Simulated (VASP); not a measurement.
# TiSi2 (Immm) in VASP: notebook, part 2 of 2

VASP 6.6.1.

**4. Single point, LDA**

Contents of INCAR:

```
SYSTEM = TiSi2
PREC = Accurate
ENCUT = 520
EDIFF = 1E-6
ISMEAR = 0
SIGMA = 0.05
LREAL = .FALSE.
LASPH = .TRUE.
NELM = 80
ALGO = Normal
ISIF = 2
LWAVE = .FALSE.
LCHARG = .TRUE.
LELF = .TRUE.
LVHAR = .TRUE.
NBANDS = 17
```

Contents of KPOINTS:

```
regular mesh
0
G
  10 11 13
  0 0 0
```

Contents of POSCAR:

```
TiSi2
1.0
   -1.4728720000      1.7121300000      4.2120830000
    1.4728720000     -1.7121300000      4.2120830000
    1.4728720000      1.7121300000     -4.2120830000
Ti Si
1 2
Direct
    0.0000000000      0.0000000000      0.0000000000
    0.3299220006      0.3299220006      0.0000000000
    0.6700779994      0.6700779994      0.0000000000
```

Potentials or basis: VASP PAW LDA potentials, release 64 (Ti_sv, Si).

Launch:

```bash
> cat potpaw_LDA.64/Ti_sv/POTCAR potpaw_LDA.64/Si/POTCAR > POTCAR
> mpirun -np 1 vasp_std > vasp.out
```

OUTCAR:

```text
SYSTEM = TiSi2
   PREC = Accurate
   ENCUT = 520
   EDIFF = 1E-6
   ISMEAR = 0
   LREAL = .FALSE.
   LASPH = .TRUE.
   NELM = 80
   ISIF = 2

 ion  position               nearest neighbor table
   1  0.000  0.000  0.000-   3 2.67   3 2.67   2 2.67   2 2.67   3 2.67   3 2.67   2 2.67   2 2.67
                             2 2.78   3 2.78
   2  0.330  0.330  0.000-   3 2.63   3 2.63   3 2.63   3 2.63   1 2.67   1 2.67   1 2.67   1 2.67
                             1 2.78   3 2.87
   3  0.670  0.670  0.000-   2 2.63   2 2.63   2 2.63   2 2.63   1 2.67   1 2.67   1 2.67   1 2.67
                             1 2.78   2 2.87

  LATTYP: Found a body centered orthorhombic cell.
 ALAT       =     2.9457440000
 B/A-ratio  =     1.1624431723
 C/A-ratio  =     2.8597753233

  Lattice vectors:

 A1 = (  -1.4728720000,   1.7121300000,   4.2120830000)
 A2 = (   1.4728720000,  -1.7121300000,   4.2120830000)
 A3 = (   1.4728720000,   1.7121300000,  -4.2120830000)

Analysis of symmetry for initial positions (statically):
=====================================================================
 Subroutine PRICEL returns:
 Original cell was already a primitive cell.

 Routine SETGRP: Setting up the symmetry group for a
 body centered orthorhombic supercell.

 Subroutine GETGRP returns: Found  8 space group operations
 (whereof  8 operations were pure point group operations)
 out of a pool of  8 trial point group operations.

The static configuration has the point symmetry D_2h.

Analysis of symmetry for dynamics (positions and initial velocities):
=====================================================================
 Subroutine PRICEL returns:
 Original cell was already a primitive cell.

 Routine SETGRP: Setting up the symmetry group for a
 body centered orthorhombic supercell.

 Subroutine GETGRP returns: Found  8 space group operations
 (whereof  8 operations were pure point group operations)
[... 144 lines left out ...]
   IMIX   =      4    mixing-type and parameters
     AMIX     =   0.40;   BMIX     =  1.00
     AMIX_MAG =   1.60;   BMIX_MAG =  1.00
  volume/ion in A,a.u.               =      14.16        95.57
  Fermi-wavevector in a.u.,A,eV,Ry     =   1.273499  2.406564 22.065925  1.621800
  Thomas-Fermi vector in A             =   2.406319
   LORBIT       =      0    0 simple, 1 ext, 2 COOP (PROOUT), +10 PAW based schemes
   GGA     = CA    functional components
   LHFCALC =     F    Hartree Fock is set to
   AEXX    =    0.0000 exact exchange contribution
   IVDW    =     0    specifies the selected vdW correction
   LEPSILON=     F    determine dielectric tensor
   LRPA    =     F    only Hartree local field effects (RPA)
 non-spin polarized calculation
 Gauss-broadening in eV      SIGMA  =   0.05
  energy-cutoff  :      520.00
  volume of cell :       42.49
 maximum number of plane-waves:      1171
   NGX = 17   NGY = 17   NGZ = 17

 number of electron      19.9999998 magnetization

 Free energy of the ion-electron system (eV)
  ---------------------------------------------------
  ext. energy  EPLUGINS =         0.00000000
  ---------------------------------------------------
  free energy    TOTEN  =       -21.90652480 eV

  energy without entropy =      -21.90463074  energy(sigma->0) =      -21.90557777

 E-fermi :   9.8837     XC(G=0): -11.8471

 val. band max:        9.8831610583   @ k =   0.5000  -0.3636   0.1538
 cond. band min:       9.8845068834   @ k =   0.3000   0.2727   0.4615
 fundamental gap:      0.0013458250
 Fermi energy:         9.8836547468

 k-point     1 :       0.0000    0.0000    0.0000
  band No.  band energies     occupation
      1     -45.6867      2.00000
      2     -22.4037      2.00000
      3     -22.3851      2.00000
      4     -22.1256      2.00000
      5      -2.6027      2.00000
      6       5.1911      2.00000
[... 457 lines left out ...]
      4     -22.2232      2.00000
      5      -0.9284      2.00000
      6       3.9058      2.00000
[... 9 lines left out ...]
     16      15.2618      0.00000
     17      16.8298      0.00000

 [... further k-points ...]

------------------------ aborting loop because EDIFF is reached ----------------------------------------

  FORCE on cell =-STRESS in cart. coord.  units (eV):
  Direction    XX          YY          ZZ          XY          YZ          ZX
  --------------------------------------------------------------------------------------
  -------------------------------------------------------------------------------------
  Total       -1.4934710     -1.7556298     -1.8587533      0.0000000      0.0000000      0.0000000
  in kB      -56.3181925    -66.2040988    -70.0928449      0.0000000      0.0000000      0.0000000
  external PRESSURE =     -64.2050454 kB  Pullay stress =       0.0000000 kB

 VOLUME and BASIS-vectors are now :
 -----------------------------------------------------------------------------
  energy-cutoff  :      520.00
  volume of cell :       42.49
      direct lattice vectors                 reciprocal lattice vectors
    -1.472872000  1.712130000  4.212083000     0.000000000  0.292033899  0.118706113
     1.472872000 -1.712130000  4.212083000     0.339472812  0.000000000  0.118706113
     1.472872000  1.712130000 -4.212083000     0.339472812  0.292033899  0.000000000

 POSITION                                       TOTAL-FORCE (eV/Angst)
 -----------------------------------------------------------------------------------
      0.00000      0.00000      0.00000        -0.000000      0.000000     -0.000000
      0.00000      0.00000      2.77932        -0.000000     -0.000000      0.100760
      0.00000      0.00000      5.64485         0.000000      0.000000     -0.100760
 -----------------------------------------------------------------------------------
    total drift:                                0.000000     -0.000000      0.000000

  FREE ENERGIE OF THE ION-ELECTRON SYSTEM (eV)
  ---------------------------------------------------
  free  energy   TOTEN  =       -21.9065248008 eV

  energy  without entropy=      -21.9046307442  energy(sigma->0) =      -21.90557777
```

OSZICAR:

```text
N       E                     dE             d eps       ncg     rms          rms(c)
DAV:   1     0.129791810584E+03    0.12979E+03   -0.95650E+03 24352   0.121E+03
DAV:   2    -0.148329686824E+02   -0.14462E+03   -0.14077E+03 24991   0.315E+02
DAV:   3    -0.234678536529E+02   -0.86349E+01   -0.84487E+01 36901   0.708E+01
DAV:   4    -0.237105164971E+02   -0.24266E+00   -0.24188E+00 30181   0.108E+01
DAV:   5    -0.237185557008E+02   -0.80392E-02   -0.80373E-02 38295   0.187E+00    0.122E+01
DAV:   6    -0.223861556682E+02    0.13324E+01   -0.16080E+01 31932   0.339E+01    0.525E+00
DAV:   7    -0.219620893946E+02    0.42407E+00   -0.36168E+00 31025   0.157E+01    0.348E+00
DAV:   8    -0.219214838698E+02    0.40606E-01   -0.52066E-01 28779   0.614E+00    0.110E+00
DAV:   9    -0.219077486076E+02    0.13735E-01   -0.15236E-01 28762   0.371E+00    0.409E-01
DAV:  10    -0.219065899219E+02    0.11587E-02   -0.65039E-03 30366   0.597E-01    0.152E-01
DAV:  11    -0.219066145943E+02   -0.24672E-04   -0.29505E-03 32868   0.432E-01    0.131E-01
DAV:  12    -0.219065262446E+02    0.88350E-04   -0.64972E-04 29454   0.252E-01    0.143E-02
DAV:  13    -0.219065251892E+02    0.10554E-05   -0.14820E-05 29175   0.354E-02    0.138E-02
DAV:  14    -0.219065248008E+02    0.38840E-06   -0.21606E-06 26505   0.136E-02
   1 F= -.21906525E+02 E0= -.21905578E+02  d E =-.189406E-02
```

Run time: 19 min. Hardware: 1 thread of AMD EPYC 7R43 (Zen 3), shared host; peak memory 0.53 GiB.

What came out:

- Free energy: -21.9065 eV
- Pressure: -6.4 GPa
- Largest force: 0.101 eV/Å
- Band gap on the k mesh: zero (band 10 reaches 11.15 eV, above the bottom of band 11 at 8.85 eV)

Forces on the atoms (eV/Å):
```
Ti   0.000  0.000  0.000
Si   0.000  0.000  0.101
Si   0.000  0.000 -0.101
```

Levels at points of the mesh, in eV from the Fermi level:
```tsv
k point	band 8	band 9	band 10	band 11	band 12	band 13
(0.00, 0.00, 0.00)	-2.13	-0.62	0.73	2.07	2.36	3.16
(0.50, 0.00, 0.00)	-3.71	-0.69	0.92	2.00	2.53	3.48
```

**5. Summary**

```csv
smearing,gap on the mesh (eV),pressure (GPa),largest force (eV/Å)
gaussian 0.025 eV,none,-6.4,0.10
gaussian 0.1 eV,none,-6.4,0.10
gaussian 0.05 eV,none,-6.4,0.10
```

Alike in all rows: task single point; level LDA; potentials or basis VASP PAW LDA potentials, release 64 (Ti_sv, Si); no spin polarisation; cell as given; k mesh 10 × 11 × 13; cutoff (eV) 520.

Every run on the cell as given and a fine mesh finds a metal.

Total energies depend on the potentials used, so only differences within one code and one set of settings carry meaning.
